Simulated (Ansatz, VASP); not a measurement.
# ScSn3Se: VASP beside Ansatz

```
Sc Sn Se
1.0
     5.40146    0.00000    0.00000
     0.00000    5.40146    0.00000
     0.00000    0.00000    5.40146
Sc Sn Se
1 3 1
Direct
  0.50000 0.50000 0.50000
  0.00000 0.50000 0.50000
  0.50000 0.00000 0.50000
  0.50000 0.50000 0.00000
  0.00000 0.00000 0.00000
```

Alike in both runs: task single point; functional PBE; k mesh 4 × 4 × 4; occupations gaussian, width 0.1 eV; no spin polarisation.

|  | VASP | Ansatz |
| --- | --- | --- |
| version | VASP 6.6.1 | Ansatz 0.2.0 |
| potentials or method | VASP PAW PBE potentials, release 64 (Sc_sv, Sn_d, Se), cutoff 520 eV | scalar-relativistic, plane waves, PAW |
| valence electrons in the cell | 59 | 69 |

```tsv
	VASP	Ansatz	Ansatz less VASP
gap on the k mesh at the Fermi level (eV)	none	none	-
pressure (GPa)	3.3	3.3	+0.01
```

A gap of «none» marks a metal or a gap that the smearing closes. The functional is the same, so the differences come from potentials, cutoffs and numerics. VASP's potentials hold 59 valence electrons a cell and Ansatz's 69, so a difference there can come from the potentials and not from the codes.
